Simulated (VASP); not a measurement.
Crystal: MgO.

```
Mg O
1.0
     0.00000    2.13515    2.13515
     2.13515    0.00000    2.13515
     2.13515    2.13515    0.00000
Mg O
1 1
Direct
  0.00000 0.00000 0.00000
  0.50000 0.50000 0.50000
```

Base run:

```yaml
Program: VASP 6.6.1
Functional: PBEsol
Potentials_or_basis: VASP PAW PBE potentials, release 64 (Mg, O)
Cutoff: 520 eV
k_mesh: 10 × 10 × 10
Occupations: fermi-dirac, width 0.01 eV
Spin: no spin polarisation
```

Its results: band gap on the k mesh 4.25 eV, direct; pressure -6.3 GPa.

Q: The run is repeated on the same cell with these changes: functional from PBEsol to PBE; further incar settings from ALGO = Normal; EDIFF = 1e-08; NBANDS = 11 to ALGO = Normal; EDIFF = 1e-06; NBANDS = 11. What comes out?

A: Band gap on the k mesh 4.34 eV, direct; pressure -2.4 GPa.

Caveats: the PAW data sets were made with another functional, which shifts forces and pressure a little (some runs).

